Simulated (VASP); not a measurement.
Set up this calculation in VASP 6.6.1, as the native input.

```yaml
Task: single point
Functional: PBE
Potentials_or_basis: VASP PAW PBE potentials, release 64 (Li_sv, H)
Cutoff: 750 eV
k_mesh: 10 × 10 × 10
Occupations: gaussian, width 0.01 eV
Spin: no spin polarisation
Dipole_correction: no
Further_INCAR_settings: ALGO = Normal; EDIFF = 1e-06; NBANDS = 9
```

The structure of LiH lies in POSCAR:

```
LiH
1.0
    0.0000000000      1.9625015503      1.9625015503
    1.9625015503      0.0000000000      1.9625015503
    1.9625015503      1.9625015503      0.0000000000
Li H
1 1
Direct
    0.0000000000      0.0000000000      0.0000000000
    0.5000000000      0.5000000000      0.5000000000
```

This cell differs from its parent crystal: volume changed by -6%.

The input as run:

INCAR

```
PREC = Accurate
ENCUT = 750
EDIFF = 1E-6
ISMEAR = 0
SIGMA = 0.01
LREAL = F
LASPH = T
NELM = 120
ALGO = Normal
ISIF = 2
LWAVE = F
LCHARG = F
GGA = PE
NBANDS = 9
GGA_COMPAT = F
```

KPOINTS

```
Automatic mesh
0
Gamma
  10 10 10
```

Potentials or basis: VASP PAW PBE potentials, release 64 (Li_sv, H).

Run with:

```sh
$ cat potpaw_PBE.64/Li_sv/POTCAR potpaw_PBE.64/H/POTCAR > POTCAR
$ mpirun -np 1 vasp_std > vasp.out
```

It gave:

The pressure is 2.3 GPa and the band gap on the k mesh is 2.93 eV, direct.

It took 22 s on 1 thread of Intel Xeon 8259CL, with other jobs on the host, peak memory 0.15 GiB.
